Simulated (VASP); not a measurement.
# Ti (I4/mmm) in VASP: a series of runs, part 2 of 2

VASP 6.6.1.

**5. Single point, PBEsol (volume 19.182 Å^3 an atom, c/a of the conventional cell 1.3484)**

File INCAR:

```
SYSTEM = Ti
ALGO = Fast
EDIFF = 1E-6
ENCUT = 520
GGA = PS
ISIF = 2
ISMEAR = 0
LASPH = .TRUE.
LCHARG = .TRUE.
LELF = .TRUE.
LREAL = .FALSE.
LVHAR = .TRUE.
LWAVE = .FALSE.
NBANDS = 12
NELM = 60
PREC = Accurate
SIGMA = 0.15
```

File KPOINTS:

```
k-points
0
G
  22 22 22
  0 0 0
```

File POSCAR:

```
Ti
1.0
   -1.5264118086      1.5264118086      2.0582136827
    1.5264118086     -1.5264118086      2.0582136827
    1.5264118086      1.5264118086     -2.0582136827
Ti
1
Direct
    0.0000000000      0.0000000000      0.0000000000
```

Potentials or basis: VASP PAW PBE potentials, release 64 (Ti_sv).

Run with:

```sh
$ cat potpaw_PBE.64/Ti_sv/POTCAR > POTCAR
$ mpirun -np 1 vasp_std > vasp.out
```

OUTCAR:

```text
SYSTEM = Ti
   EDIFF = 1E-6
   ENCUT = 520
   GGA = PS
   ISIF = 2
   ISMEAR = 0
   LASPH = .TRUE.
   LREAL = .FALSE.
   NELM = 60
   PREC = Accurate

 ion  position               nearest neighbor table
   1  0.000  0.000  0.000-

  LATTYP: Found a body centered tetragonal cell.
 ALAT       =     3.0528236172
 C/A-ratio  =     1.3484000000

  Lattice vectors:

 A1 = (  -1.5264118086,   1.5264118086,   2.0582136827)
 A2 = (   1.5264118086,  -1.5264118086,   2.0582136827)
 A3 = (   1.5264118086,   1.5264118086,  -2.0582136827)

Analysis of symmetry for initial positions (statically):
=====================================================================
 Subroutine PRICEL returns:
 Original cell was already a primitive cell.

 Routine SETGRP: Setting up the symmetry group for a
 body centered tetragonal supercell.

 Subroutine GETGRP returns: Found 16 space group operations
 (whereof 16 operations were pure point group operations)
 out of a pool of 16 trial point group operations.

The static configuration has the point symmetry D_4h.

Analysis of symmetry for dynamics (positions and initial velocities):
[... 162 lines left out ...]
 cond. band min:       7.0805312865   @ k =  -0.0909   0.4091   0.0455
 fundamental gap:      0.0011842877
 Fermi energy:         7.0804243252

 k-point     1 :       0.0000    0.0000    0.0000
  band No.  band energies     occupation
      1     -49.5739      2.00000
      2     -25.6268      2.00000
      3     -25.6268      2.00000
      4     -25.6198      2.00000
      5       1.2408      2.00000
      6       7.7952      0.00000
      7       7.7952      0.00000
      8       8.1163      0.00000
      9       9.1114      0.00000
     10       9.4743      0.00000
     11      21.8434      0.00000
     12      25.4552      0.00000
[... 331 lines left out ...]
 k-point    24 :      -0.4545    0.0455   -0.0000
  band No.  band energies     occupation
      1     -49.4937      2.00000
      2     -26.0910      2.00000
      3     -25.7076      2.00000
      4     -25.6732      2.00000
      5       4.6503      2.00000
      6       7.2966      0.04157
      7       7.6399      0.00000
      8       8.0410      0.00000
      9      10.1426      0.00000
     10      10.2745      0.00000
     11      14.6949      0.00000
     12      21.1135      0.00000

 [... further k-points ...]
[... 5 lines left out ...]
  --------------------------------------------------------------------------------------
  -------------------------------------------------------------------------------------
  Total       -1.6023600     -1.6023600     -1.4264091      0.0000000      0.0000000      0.0000000
  in kB     -133.8371819   -133.8371819   -119.1408775      0.0000000      0.0000000      0.0000000
  external PRESSURE =    -128.9384138 kB  Pullay stress =       0.0000000 kB

 VOLUME and BASIS-vectors are now :
 -----------------------------------------------------------------------------
  energy-cutoff  :      520.00
  volume of cell :       19.18
      direct lattice vectors                 reciprocal lattice vectors
    -1.526411809  1.526411809  2.058213683     0.000000000  0.327565600  0.242929101
     1.526411809 -1.526411809  2.058213683     0.327565600  0.000000000  0.242929101
     1.526411809  1.526411809 -2.058213683     0.327565600  0.327565600  0.000000000

 POSITION                                       TOTAL-FORCE (eV/Angst)
 -----------------------------------------------------------------------------------
      0.00000      0.00000      0.00000         0.000000     -0.000000     -0.000000
 -----------------------------------------------------------------------------------
    total drift:                               -0.000000      0.000000     -0.000000

  FREE ENERGIE OF THE ION-ELECTRON SYSTEM (eV)
  ---------------------------------------------------
  free  energy   TOTEN  =        -8.1800610436 eV

  energy  without entropy=       -8.1573167254  energy(sigma->0) =       -8.16868888
```

OSZICAR:

```text
N       E                     dE             d eps       ncg     rms          rms(c)
DAV:   1     0.860173410739E+02    0.86017E+02   -0.65365E+03 20044   0.117E+03
DAV:   2    -0.498671826110E+01   -0.91004E+02   -0.88685E+02 20348   0.293E+02
DAV:   3    -0.939742012302E+01   -0.44107E+01   -0.43597E+01 28364   0.654E+01
[... 12 lines left out ...]
RMM:  16    -0.818005472444E+01   -0.77256E-05   -0.69534E-05 26355   0.394E-02    0.116E-02
RMM:  17    -0.818005755890E+01   -0.28345E-05   -0.26348E-05 23875   0.256E-02    0.137E-02
RMM:  18    -0.818005949644E+01   -0.19375E-05   -0.17852E-05 22119   0.172E-02    0.156E-02
RMM:  19    -0.818006055434E+01   -0.10579E-05   -0.79856E-06 21528   0.160E-02    0.115E-02
RMM:  20    -0.818006104363E+01   -0.48930E-06   -0.49396E-06 18230   0.934E-03
   1 F= -.81800610E+01 E0= -.81686889E+01  d E =-.227443E-01
```

Run time: 95 s. Hardware: 1 thread of Intel Xeon 6975P-C (Granite Rapids), shared host; peak memory 0.29 GiB.

Results:

| Quantity | Value |
| --- | --- |
| Free energy | -8.1801 eV |
| Pressure | -12.9 GPa |
| Band gap on the k mesh | zero (band 6 reaches 7.86 eV, above the bottom of band 7 at 6.61 eV) |

Caveat: the PAW data sets were made with another functional, which shifts forces and pressure a little.

**6. Single point, PBEsol (volume 19.182 Å^3 an atom, c/a of the conventional cell 1.1612)**

File INCAR:

```
SYSTEM = Ti
PREC = Accurate
ENCUT = 520
EDIFF = 1E-7
ISMEAR = 0
SIGMA = 0.15
LREAL = .FALSE.
LASPH = .TRUE.
NELM = 60
ALGO = Fast
ISIF = 2
LWAVE = .FALSE.
LCHARG = .FALSE.
GGA = PS
NBANDS = 12
```

File KPOINTS:

```
Automatic mesh
0
G
  22 22 22
  0 0 0
```

File POSCAR:

```
Ti
1.0
   -1.6043863414      1.6043863414      1.8630134196
    1.6043863414     -1.6043863414      1.8630134196
    1.6043863414      1.6043863414     -1.8630134196
Ti
1
Direct
    0.0000000000      0.0000000000      0.0000000000
```

Potentials or basis: VASP PAW PBE potentials, release 64 (Ti_sv).

Run with:

```sh
$ cat potpaw_PBE.64/Ti_sv/POTCAR > POTCAR
$ mpirun -np 1 vasp_std > vasp.out
```

It took 2.1 min on 1 thread of Intel Xeon 6975P-C (Granite Rapids), shared host; peak memory 0.29 GiB.

The run converged. Its results:

- Free energy: -8.1474 eV
- Pressure: -12.7 GPa
- Band gap on the k mesh: zero (band 6 reaches 7.88 eV, above the bottom of band 7 at 6.45 eV)

Stress tensor (GPa, compression positive):
```
-13.76   0.00   0.00
  0.00 -13.76   0.00
  0.00   0.00 -10.73
```

Levels at points of the mesh, in eV from the Fermi level:
| k point | band 2 | band 3 | band 4 | band 5 | band 6 | band 7 | band 8 | band 9 | band 10 | band 11 |
| --- | --- | --- | --- | --- | --- | --- | --- | --- | --- | --- |
| (0.00, 0.00, 0.00) | -32.63 | -32.63 | -32.62 | -5.77 | 0.66 | 0.66 | 1.46 | 1.78 | 2.68 | 15.39 |
| (0.50, 0.00, 0.00) | -33.12 | -32.76 | -32.63 | -2.30 | 0.06 | 0.61 | 1.67 | 2.86 | 3.56 | 7.40 |
| (0.50, 0.50, 0.00) | -33.11 | -32.81 | -32.69 | -2.25 | -1.01 | 1.50 | 2.94 | 2.99 | 3.74 | 8.41 |
| (0.50, 0.50, 0.50) | -33.05 | -32.91 | -32.91 | -2.02 | -1.66 | 3.26 | 3.47 | 3.47 | 5.09 | 8.93 |

Caveat: the PAW data sets were made with another functional, which shifts forces and pressure a little.

**7. Overview**

| cell | gap on the mesh (eV) | pressure (GPa) |
| --- | --- | --- |
| a = 2.626 Å, angles 107.5, 107.5, 113.5°, 1 atom | none | 25.5 |
| a = 2.909 Å, angles 116.0, 116.0, 97.0°, 1 atom | none | -9.2 |
| a = 3.064 Å, angles 123.4, 123.4, 84.2°, 1 atom | none | -12.7 |
| a = 2.983 Å, angles 118.4, 118.4, 92.7°, 1 atom | none | -12.9 |
| a = 2.936 Å, angles 113.7, 113.7, 101.2°, 1 atom | none | -12.7 |

Alike in all rows: task single point; level PBEsol; potentials or basis VASP PAW PBE potentials, release 64 (Ti_sv); no spin polarisation; k mesh 22 × 22 × 22; cutoff (eV) 520; smearing gaussian 0.15 eV.

Caveats: the PAW data sets were made with another functional, which shifts forces and pressure a little.

Total energies depend on the potentials used, so only differences within one code and one set of settings carry meaning.
